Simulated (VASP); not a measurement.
A run of VASP 6.6.1 is set up as follows.

Contents of POSCAR:

```
ZrS2
1.0
    3.6743990828      0.0000000000      0.0000000000
   -1.8371995414      3.1821229494      0.0000000000
    0.0000000000      0.0000000000      5.8568562426
Zr S
1 2
Direct
    0.0000000000      0.0000000000      0.0000000000
    0.3333333333      0.6666666667      0.2462324613
    0.6666666667      0.3333333333      0.7537675387
```

INCAR.step1

```
SYSTEM = ZrS2
PREC = Accurate
ENCUT = 400
EDIFF = 1E-5
ISMEAR = 0
SIGMA = 0.01
LREAL = .FALSE.
LASPH = .TRUE.
NELM = 120
ALGO = Normal
ISIF = 2
LWAVE = .TRUE.
LCHARG = .FALSE.
GGA = PE
NBANDS = 19
GGA_COMPAT = .FALSE.
```

Contents of INCAR.step2:

```
SYSTEM = ZrS2
PREC = Accurate
ENCUT = 400
EDIFF = 1E-6
ISMEAR = 0
SIGMA = 0.01
LREAL = .FALSE.
LASPH = .TRUE.
NELM = 120
ALGO = Normal
ISIF = 2
LWAVE = .FALSE.
LCHARG = .FALSE.
GGA = PE
LHFCALC = .TRUE.
AEXX = 0.05
HFSCREEN = 0.3
PRECFOCK = Normal
ISTART = 1
NBANDS = 19
GGA_COMPAT = .FALSE.
```

KPOINTS

```
Automatic mesh
0
G
  6 6 2
  0 0 0
```

Potentials or basis: VASP PAW PBE potentials, release 64 (Zr_sv, S).

Launch:

```console
$ cat potpaw_PBE.64/Zr_sv/POTCAR potpaw_PBE.64/S/POTCAR > POTCAR
$ cp INCAR.step1 INCAR
$ mpirun -np 1 vasp_std > vasp.out
$ cp INCAR.step2 INCAR
$ mpirun -np 1 vasp_std > vasp.out
```

**Question.** Predict the largest force.

**Answer.** 0.010 eV/Å.

**Question.** What does it give for the band gap on the k mesh?

**Answer.** 1.00 eV (least direct gap 1.63 eV).

**Question.** Estimate the pressure.

**Answer.** 1.1 GPa.

Stress tensor (GPa, compression positive):
```
0.80 0.00 0.00
0.00 0.80 0.00
0.00 0.00 1.67
```

Caveat: the k points lie up to 0.54 Å⁻¹ apart; the PAW data sets were made with another functional, which shifts forces and pressure a little. A k mesh can miss the band edges.
